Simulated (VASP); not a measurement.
# TiAl3 (I4/mmm) in VASP: a series of runs

Runs on TiAl3. Level: r2SCAN. Tasks: single point.

Program: VASP 6.6.1. These are calculated values, not measurements. Logs are shortened: lines on timing, memory, paths and dates and some standing lists are left out, and cuts for length are marked.

## 1. The cell of the first run

It takes space group I4/mmm (No. 139, tetragonal). The conventional cell has a = 3.897 Å, b = 3.897 Å, c = 8.742 Å, α = 90.00°, β = 90.00°, γ = 90.00°. Ti (site symmetry 4/mmm) has 12 Al at 2.76 to 2.93 Å within 3.6 Å. Within 3.6 Å of Al (site symmetry 4/mmm) lie 4 Ti at 2.76 Å and 8 Al at 2.93 Å. Al (site symmetry -4m2) has 8 Al at 2.76 to 2.93 Å and 4 Ti at 2.93 Å within 3.6 Å.

## 2. Single point, r2SCAN (16.59 Å³/atom)

File POSCAR:

```
TiAl3
1.0
   -1.9483993864      1.9483993864      4.3708296438
    1.9483993864     -1.9483993864      4.3708296438
    1.9483993864      1.9483993864     -4.3708296438
Ti Al
1 3
Direct
    0.0000000000      0.0000000000      0.0000000000
    0.5000000000      0.5000000000      0.0000000000
    0.7500000000      0.2500000000      0.5000000000
    0.2500000000      0.7500000000      0.5000000000
```

File INCAR.step1:

```
PREC     = Accurate       # precision mode
ENCUT    = 550            # plane-wave cutoff, eV
ISMEAR   = 0              # smearing method
SIGMA    = 0.1            # smearing width, eV
LREAL    = F              # projectors in reciprocal space
LASPH    = T              # aspherical terms in the spheres
NELM     = 120            # most SCF steps
NBANDS   = 18             # bands
GGA      = PE             # functional
ALGO     = Normal         # electronic algorithm
EDIFF    = 1E-5           # SCF threshold, eV
LWAVE    = T              # write WAVECAR
LCHARG   = F              # write CHGCAR
GGA_COMPAT= F
```

File INCAR.step2:

```
PREC     = Accurate       # precision mode
ENCUT    = 550            # plane-wave cutoff, eV
EDIFF    = 1E-6           # SCF threshold, eV
ISMEAR   = 0              # smearing method
SIGMA    = 0.1            # smearing width, eV
LREAL    = F              # projectors in reciprocal space
LASPH    = T              # aspherical terms in the spheres
NELM     = 120            # most SCF steps
ALGO     = Normal         # electronic algorithm
ISIF     = 2              # what is computed and relaxed
LWAVE    = F              # write WAVECAR
LCHARG   = T              # write CHGCAR
METAGGA  = R2SCAN         # meta-GGA
LMIXTAU  = T            
LELF     = T              # ELF
LVHAR    = T            
NBANDS   = 18             # bands
ISTART   = 1            
GGA_COMPAT= F
```

File KPOINTS:

```
regular mesh
0
Gamma
  16 16 16
```

Potentials or basis: VASP PAW PBE potentials, release 64 (Ti_sv, Al).

Launch:

```console
$ cat potpaw_PBE.64/Ti_sv/POTCAR potpaw_PBE.64/Al/POTCAR > POTCAR
$ cp INCAR.step1 INCAR
$ mpirun -np 1 vasp_std > vasp.out
$ cp INCAR.step2 INCAR
$ mpirun -np 1 vasp_std > vasp.out
```

OUTCAR:

```text
PREC = Accurate
   ENCUT = 550
   EDIFF = 1E-6
   ISMEAR = 0
   LREAL = F
   LASPH = T
   NELM = 120
   ISIF = 2
   METAGGA = R2SCAN
   ISTART = 1

 ion  position               nearest neighbor table
   1  0.000  0.000  0.000-   2 2.76   2 2.76   2 2.76   2 2.76   4 2.93   3 2.93   4 2.93   4 2.93
                             3 2.93   3 2.93   4 2.93   3 2.93
   2  0.500  0.500  0.000-   1 2.76   1 2.76   1 2.76   1 2.76   4 2.93   3 2.93   4 2.93   3 2.93
                             4 2.93   4 2.93   3 2.93   3 2.93
   3  0.750  0.250  0.500-   4 2.76   4 2.76   4 2.76   4 2.76   2 2.93   1 2.93   2 2.93   1 2.93
                             2 2.93   2 2.93   1 2.93   1 2.93
   4  0.250  0.750  0.500-   3 2.76   3 2.76   3 2.76   3 2.76   2 2.93   1 2.93   2 2.93   2 2.93
                             1 2.93   1 2.93   2 2.93   1 2.93

  LATTYP: Found a body centered tetragonal cell.
 ALAT       =     3.8967987728
 C/A-ratio  =     2.2432924555

  Lattice vectors:

 A1 = (  -1.9483993864,   1.9483993864,   4.3708296438)
 A2 = (   1.9483993864,  -1.9483993864,   4.3708296438)
 A3 = (   1.9483993864,   1.9483993864,  -4.3708296438)

Analysis of symmetry for initial positions (statically):
=====================================================================
 Subroutine PRICEL returns:
 Original cell was already a primitive cell.

 Routine SETGRP: Setting up the symmetry group for a
 body centered tetragonal supercell.

 Subroutine GETGRP returns: Found 16 space group operations
 (whereof 16 operations were pure point group operations)
 out of a pool of 16 trial point group operations.

The static configuration has the point symmetry D_4h.

Analysis of symmetry for dynamics (positions and initial velocities):
=====================================================================
 Subroutine PRICEL returns:
 Original cell was already a primitive cell.

 Routine SETGRP: Setting up the symmetry group for a
 body centered tetragonal supercell.

 Subroutine GETGRP returns: Found 16 space group operations
 (whereof 16 operations were pure point group operations)
 out of a pool of 16 trial point group operations.

The dynamic configuration has the point symmetry D_4h.

 Subroutine INISYM returns: Found 16 space group operations
 (whereof 16 operations are pure point group operations),
 and found     1 'primitive' translations

----------------------------------------------------------------------------------------

                                     Primitive cell

  volume of cell :      66.3712

  direct lattice vectors                    reciprocal lattice vectors
    -1.948399386  1.948399386  4.370829644     0.000000000  0.256620898  0.114394758
     1.948399386 -1.948399386  4.370829644     0.256620898  0.000000000  0.114394758
     1.948399386  1.948399386 -4.370829644     0.256620898  0.256620898  0.000000000

  length of vectors
     5.166882243  5.166882243  5.166882243     0.280963425  0.280963425  0.362916754

  position of ions in fractional coordinates (direct lattice)
     0.000000000  0.000000000  0.000000000
     0.500000000  0.500000000  0.000000000
     0.750000000  0.250000000  0.500000000
     0.250000000  0.750000000  0.500000000

  ion indices of the primitive-cell ions
   primitive index   ion index
                 1           1
                 2           2
                 3           3
                 4           4

----------------------------------------------------------------------------------------

 KPOINTS: regular mesh

Automatic generation of k-mesh.
 Grid dimensions read from file:
 generate k-points for:   16   16   16

 Generating k-lattice:

  Cartesian coordinates                     Fractional coordinates (reciprocal lattice)
     0.000000000  0.016038806  0.007149672     0.062500000  0.000000000 -0.000000000
     0.016038806  0.000000000  0.007149672     0.000000000  0.062500000 -0.000000000
     0.016038806  0.016038806  0.000000000     0.000000000  0.000000000  0.062500000

  Length of vectors
     0.017560214  0.017560214  0.022682297

  Shift w.r.t. Gamma in fractional coordinates (k-lattice)
     0.000000000  0.000000000  0.000000000

 Subroutine IBZKPT returns following result:
 ===========================================

 Found    349 irreducible k-points:

 Following reciprocal coordinates:
            Coordinates               Weight
  0.000000  0.000000  0.000000      1.000000
  0.062500  0.000000  0.000000      8.000000
  0.125000  0.000000  0.000000      8.000000
  0.187500  0.000000  0.000000      8.000000
  0.250000  0.000000  0.000000      8.000000
  0.312500  0.000000  0.000000      8.000000
[... 16 lines left out ...]
 -0.125000  0.062500  0.000000     16.000000
 -0.062500  0.062500  0.000000      4.000000
 [... further k-points ...]
   k-points           NKPTS =    349   k-points in BZ     NKDIM =    349   number of bands    NBANDS=     18
[... 39 lines left out ...]
  Fermi-wavevector in a.u.,A,eV,Ry     =   1.115547  2.108079 16.931712  1.244446
  Thomas-Fermi vector in A             =   2.252153
   LORBIT       =      0    0 simple, 1 ext, 2 COOP (PROOUT), +10 PAW based schemes
   METAGGA = R2SCAN    functional components
   LHFCALC =     F    Hartree Fock is set to
   AEXX    =    0.0000 exact exchange contribution
   IVDW    =     0    specifies the selected vdW correction
   LEPSILON=     F    determine dielectric tensor
   LRPA    =     F    only Hartree local field effects (RPA)
 non-spin polarized calculation
 Gauss-broadening in eV      SIGMA  =   0.10
  energy-cutoff  :      550.00
  volume of cell :       66.37
 maximum number of plane-waves:      1977
   NGX = 19   NGY = 19   NGZ = 19

 number of electron      21.0000001 magnetization

 Free energy of the ion-electron system (eV)
  ---------------------------------------------------
  ext. energy  EPLUGINS =         0.00000000
  ---------------------------------------------------
  free energy    TOTEN  =       -34.83434945 eV

  energy without entropy =      -34.82575360  energy(sigma->0) =      -34.83005152

 E-fermi :   7.7825     XC(G=0): -11.3075

 val. band max:        7.7787090870   @ k =  -0.4375   0.5000   0.3125
 cond. band min:       7.7838465052   @ k =  -0.3750   0.5000   0.2500
 fundamental gap:      0.0051374181
 Fermi energy:         7.7825067707

 k-point     1 :       0.0000    0.0000    0.0000
  band No.  band energies     occupation
      1     -51.2137      2.00000
      2     -26.4694      2.00000
      3     -26.4694      2.00000
      4     -26.3996      2.00000
      5      -2.6521      2.00000
      6       4.8448      2.00000
[... 10 lines left out ...]
     17      11.5646      0.00000
     18      11.5647      0.00000

 k-point     2 :       0.0625    0.0000    0.0000
  band No.  band energies     occupation
      1     -51.2136      2.00000
      2     -26.4703      2.00000
      3     -26.4694      2.00000
      4     -26.3996      2.00000
      5      -2.6025      2.00000
      6       4.5186      2.00000
[... 10 lines left out ...]
     17      11.5788      0.00000
     18      11.8733      0.00000

 k-point     3 :       0.1250    0.0000    0.0000
  band No.  band energies     occupation
      1     -51.2135      2.00000
      2     -26.4729      2.00000
      3     -26.4692      2.00000
      4     -26.3994      2.00000
      5      -2.4543      2.00000
      6       4.1694      2.00000
[... 10 lines left out ...]
     17      11.6413      0.00000
     18      12.5940      0.00000

 k-point     4 :       0.1875    0.0000    0.0000
  band No.  band energies     occupation
      1     -51.2133      2.00000
      2     -26.4766      2.00000
      3     -26.4689      2.00000
      4     -26.3993      2.00000
      5      -2.2091      2.00000
      6       3.8106      2.00000
[... 375 lines left out ...]
      4     -26.3991      2.00000
      5      -2.2081      2.00000
      6       4.1371      2.00000
[... 10 lines left out ...]
     17      11.9949      0.00000
     18      13.4169      0.00000

 k-point    23 :      -0.1250    0.0625    0.0000
  band No.  band energies     occupation
      1     -51.2135      2.00000
      2     -26.4728      2.00000
      3     -26.4701      2.00000
      4     -26.3993      2.00000
      5      -2.4373      2.00000
      6       4.5535      2.00000
[... 10 lines left out ...]
     17      11.8404      0.00000
     18      12.6379      0.00000

 k-point    24 :      -0.0625    0.0625    0.0000
  band No.  band energies     occupation
      1     -51.2136      2.00000
      2     -26.4703      2.00000
      3     -26.4702      2.00000
      4     -26.3995      2.00000
      5      -2.5692      2.00000
      6       4.9137      2.00000
[... 10 lines left out ...]
     17      11.7246      0.00000
     18      11.9713      0.00000

 [... further k-points ...]

------------------------ aborting loop because EDIFF is reached ----------------------------------------

  FORCE on cell =-STRESS in cart. coord.  units (eV):
  Direction    XX          YY          ZZ          XY          YZ          ZX
  --------------------------------------------------------------------------------------
  -------------------------------------------------------------------------------------
  Total       -2.5177032     -2.5177032     -2.5078304      0.0000000     -0.0000000      0.0000000
  in kB      -60.7764436    -60.7764436    -60.5381161      0.0000000     -0.0000000      0.0000000
  external PRESSURE =     -60.6970011 kB  Pullay stress =       0.0000000 kB

 VOLUME and BASIS-vectors are now :
 -----------------------------------------------------------------------------
  energy-cutoff  :      550.00
  volume of cell :       66.37
      direct lattice vectors                 reciprocal lattice vectors
    -1.948399386  1.948399386  4.370829644     0.000000000  0.256620898  0.114394758
     1.948399386 -1.948399386  4.370829644     0.256620898  0.000000000  0.114394758
     1.948399386  1.948399386 -4.370829644     0.256620898  0.256620898  0.000000000

 POSITION                                       TOTAL-FORCE (eV/Angst)
 -----------------------------------------------------------------------------------
      0.00000      0.00000      0.00000         0.000000     -0.000000      0.000000
      0.00000      0.00000      4.37083         0.000000     -0.000000      0.000000
      0.00000      1.94840      2.18541        -0.000000     -0.000000     -0.000000
      1.94840      0.00000      2.18541        -0.000000      0.000000      0.000000
 -----------------------------------------------------------------------------------
    total drift:                               -0.000000     -0.000000     -0.000000

  FREE ENERGIE OF THE ION-ELECTRON SYSTEM (eV)
  ---------------------------------------------------
  free  energy   TOTEN  =       -34.8343494509 eV

  energy  without entropy=      -34.8257535967  energy(sigma->0) =      -34.83005152
```

Wall time 38 min (1 thread of Intel Xeon 6975P-C (Granite Rapids), shared host); peak memory 0.58 GiB.

Results:

```yaml
Free_energy: -34.8343 eV
Pressure: -6.1 GPa
Band_gap_on_the_k_mesh: zero (an odd number of electrons rules out a gap without spin polarisation)
```

Levels at points of the mesh, in eV from the Fermi level:
```
           k point  band 8  band 9  band 10  band 11  band 12  band 13  band 14  band 15
(0.00, 0.00, 0.00)   -1.34   -1.26    -1.26     0.80     1.64     1.64     2.18     2.49
(0.50, 0.00, 0.00)   -3.16   -1.11    -0.24     0.54     1.91     2.06     2.72     3.19
(0.50, 0.50, 0.00)   -3.97   -2.97    -2.32    -1.00     1.79     2.08     2.65     2.78
(0.50, 0.50, 0.50)   -1.07   -1.07    -0.25     0.75     0.75     0.92     3.11     4.76
```

Caveat: the cell stands under tension; the PAW data sets were made with another functional, which shifts forces and pressure a little.

## 3. Single point, r2SCAN (equal strain along all axes, cell held: +3.0 %)

File POSCAR:

```
TiAl3
1.0
    3.9387207316      0.0000000000      0.0000000000
    0.0000000000      3.9387207316      0.0000000000
    0.0000000000      0.0000000000      8.8207449764
Ti Al
2 6
Direct
    0.0000000000      0.0000000000      0.0000000000
    0.5000000000      0.5000000000      0.5000000000
    0.5000000000      0.5000000000      0.0000000000
    0.0000000000      0.5000000000      0.2500000000
    0.5000000000      0.0000000000      0.2500000000
    0.0000000000      0.0000000000      0.5000000000
    0.5000000000      0.0000000000      0.7500000000
    0.0000000000      0.5000000000      0.7500000000
```

File INCAR.step1:

```
SYSTEM = TiAl3
ALGO = Normal
EDIFF = 1E-4
ENCUT = 520
GGA = PE
ISMEAR = 0
LASPH = .True.
LCHARG = .False.
LREAL = .False.
LWAVE = .True.
NBANDS = 31
NELM = 100
PREC = Accurate
SIGMA = 0.1
```

File INCAR.step2:

```
SYSTEM = TiAl3
ALGO = Normal
EDIFF = 1E-6
ENCUT = 520
ISIF = 2
ISMEAR = 0
ISTART = 1
LASPH = .True.
LCHARG = .False.
LMIXTAU = .True.
LREAL = .False.
LWAVE = .False.
METAGGA = R2SCAN
NBANDS = 31
NELM = 100
PREC = Accurate
SIGMA = 0.1
```

File KPOINTS:

```
k-points
0
Gamma
  10 10 4
  0 0 0
```

Potentials or basis: VASP PAW PBE potentials, release 64 (Ti_sv, Al).

Launch:

```console
$ cat potpaw_PBE.64/Ti_sv/POTCAR potpaw_PBE.64/Al/POTCAR > POTCAR
$ cp INCAR.step1 INCAR
$ mpirun -np 1 vasp_std > vasp.out
$ cp INCAR.step2 INCAR
$ mpirun -np 1 vasp_std > vasp.out
```

It took 17 min on 1 thread of Oxide Virtual Turin-like, shared host; peak memory 0.36 GiB.

It converged, with:

| Quantity | Value |
| --- | --- |
| Free energy | -69.4784 eV |
| Pressure | -8.6 GPa |
| Band gap on the k mesh | zero (bands 21 and 22 overlap by 2.12 eV) |

Stress tensor (GPa, compression positive):
```
-8.81  0.00  0.00
 0.00 -8.81  0.00
 0.00  0.00 -8.26
```

Levels at points of the mesh, in eV from the Fermi level:
```
           k point  band 19  band 20  band 21  band 22  band 23  band 24
(0.00, 0.00, 0.00)    -1.06    -0.22     0.75     0.75     0.79     0.89
(0.50, 0.00, 0.00)    -1.02    -1.02     0.27     0.27     1.84     1.84
(0.50, 0.50, 0.00)    -2.28    -2.28    -0.94    -0.94     1.73     1.73
(0.00, 0.00, 0.50)    -0.24    -0.24     0.84     0.84     1.13     1.13
(0.50, 0.00, 0.50)    -0.20    -0.20     0.53     0.53     1.84     1.84
(0.50, 0.50, 0.50)    -1.90    -1.90    -1.28    -1.28     0.83     0.83
```

Caveat: the cell differs from its parent crystal (equal strain along all axes, cell held: +3.0 %); the cell stands under tension; the PAW data sets were made with another functional, which shifts forces and pressure a little.

## 4. Single point, r2SCAN

This run uses another cell than the first one, of 15.15 Å³/atom.

File POSCAR:

```
TiAl3
1.0
   -1.8918587788      1.8918587788      4.2321068096
    1.8918587788     -1.8918587788      4.2321068096
    1.8918587788      1.8918587788     -4.2321068096
Ti Al
1 3
Direct
    0.0000000000      0.0000000000      0.0000000000
    0.5000000000      0.5000000000      0.0000000000
    0.7500000000      0.2500000000      0.5000000000
    0.2500000000      0.7500000000      0.5000000000
```

File INCAR.step1:

```
SYSTEM = TiAl3
PREC = Accurate
ENCUT = 520
ISMEAR = 0
SIGMA = 0.1
LREAL = .False.
LASPH = .True.
NELM = 60
NBANDS = 18
GGA = PE
ALGO = Normal
EDIFF = 1E-4
LWAVE = .True.
LCHARG = .False.
```

File INCAR.step2:

```
SYSTEM = TiAl3
PREC = Accurate
ENCUT = 520
EDIFF = 1E-6
ISMEAR = 0
SIGMA = 0.1
LREAL = .False.
LASPH = .True.
NELM = 60
ALGO = Normal
ISIF = 2
LWAVE = .False.
LCHARG = .False.
METAGGA = R2SCAN
LMIXTAU = .True.
NBANDS = 18
ISTART = 1
```

File KPOINTS:

```
Automatic mesh
0
Gamma
  16 16 16
  0 0 0
```

Launch:

```console
$ cat potpaw_PBE.64/Ti_sv/POTCAR potpaw_PBE.64/Al/POTCAR > POTCAR
$ cp INCAR.step1 INCAR
$ mpirun -np 1 vasp_std > vasp.out
$ cp INCAR.step2 INCAR
$ mpirun -np 1 vasp_std > vasp.out
```

Run time: 45 min. Hardware: 1 thread of Oxide Virtual Turin-like, shared host; peak memory 0.49 GiB.

The run converged. Its results:

```
Free energy            : -34.8871 eV
Pressure               : 3.9 GPa
Band gap on the k mesh : zero (an odd number of electrons rules out a gap without spin polarisation)
```

Stress tensor (GPa, compression positive):
```
3.88 0.00 0.00
0.00 3.88 0.00
0.00 0.00 3.96
```

Levels at points of the mesh, in eV from the Fermi level:
| k point | band 9 | band 10 | band 11 | band 12 | band 13 | band 14 |
| --- | --- | --- | --- | --- | --- | --- |
| (0.00, 0.00, 0.00) | -1.36 | -1.36 | 0.89 | 1.82 | 1.82 | 2.18 |
| (0.50, 0.00, 0.00) | -1.19 | -0.29 | 0.58 | 2.15 | 2.20 | 3.02 |
| (0.50, 0.50, 0.00) | -3.06 | -2.37 | -1.10 | 2.03 | 2.33 | 2.83 |
| (0.50, 0.50, 0.50) | -1.06 | -0.30 | 0.79 | 0.79 | 1.03 | 3.27 |

Caveat: the cell stands under pressure; the PAW data sets were made with another functional, which shifts forces and pressure a little.

## 5. Overview

```csv
cell,k mesh,cutoff (eV),gap on the mesh (eV),pressure (GPa)
"a = 5.167 Å, angles 135.7, 135.7, 64.5°, 4 atoms, atomic positions A",16 × 16 × 16,550,none,-6.1
"a = 3.939, b = 3.939, c = 8.821 Å, 8 atoms, atomic positions B",10 × 10 × 4,520,none,-8.6
"a = 5.007 Å, angles 135.6, 135.6, 64.6°, 4 atoms, atomic positions A",16 × 16 × 16,520,none,3.9
```

Alike in all rows: task single point; level r2SCAN; potentials or basis VASP PAW PBE potentials, release 64 (Ti_sv, Al); no spin polarisation; smearing gaussian 0.1 eV.

Caveats: the PAW data sets were made with another functional, which shifts forces and pressure a little; the cell stands under tension (at least some runs); the cell stands under pressure (at least some runs).

Absolute energies hang on the potentials; compare differences alone.

The gap in the log of VASP goes by the Fermi energy; the results here count the filled bands.